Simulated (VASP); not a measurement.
Wanted: the native input for a VASP 6.6.1 run.

```
Task                   : single point
Functional             : RPBE
Potentials or basis    : VASP PAW PBE potentials, release 64 (Pd)
Cutoff                 : 520 eV
k mesh                 : 10 × 10 × 10
Occupations            : fermi-dirac, width 0.1 eV
Spin                   : no spin polarisation
Dipole correction      : no
Further INCAR settings : ALGO = Normal; EDIFF = 1e-06; NBANDS = 17
```

The structure of Pd lies in POSCAR:

```
Pd
1.0
    0.0000000000      3.0265858150      3.0265858150
    3.0265858150      0.0000000000      3.0265858150
    3.0265858150      3.0265858150      0.0000000000
Pd
2
Direct
    0.1250000000      0.1250000000      0.1250000000
    0.8750000000      0.8750000000      0.8750000000
```

This cell differs from its parent crystal: volume scaled by 1.08.

The input as run:

INCAR

```
SYSTEM = Pd
PREC     = Accurate       ! precision mode
ENCUT    = 520            ! plane-wave cutoff, eV
EDIFF    = 1E-6           ! SCF threshold, eV
ISMEAR   = -1             ! smearing method
SIGMA    = 0.1            ! smearing width, eV
LREAL    = .False.        ! projectors in reciprocal space
LASPH    = .True.         ! aspherical terms in the spheres
NELM     = 60             ! most SCF steps
ALGO     = Normal         ! electronic algorithm
ISIF     = 2              ! what is computed and relaxed
LWAVE    = .False.        ! write WAVECAR
LCHARG   = .False.        ! write CHGCAR
GGA      = RP             ! functional
NBANDS   = 17             ! bands
```

KPOINTS

```
regular mesh
0
Gamma
  10 10 10
  0 0 0
```

Potentials or basis: VASP PAW PBE potentials, release 64 (Pd).

The run is started by

```console
$ cat potpaw_PBE.64/Pd/POTCAR > POTCAR
$ mpirun -np 1 vasp_std > vasp.out
```

Results of the run:

- Pressure: -3.5 GPa
- Band gap on the k mesh: zero (band 10 reaches 2.95 eV, above the bottom of band 11 at 2.66 eV)

Caveat: the PAW data sets were made with another functional, which shifts forces and pressure a little.

Run time: 27 s on 1 thread of Intel Xeon 6975P-C (shared host), peak memory 0.19 GiB.
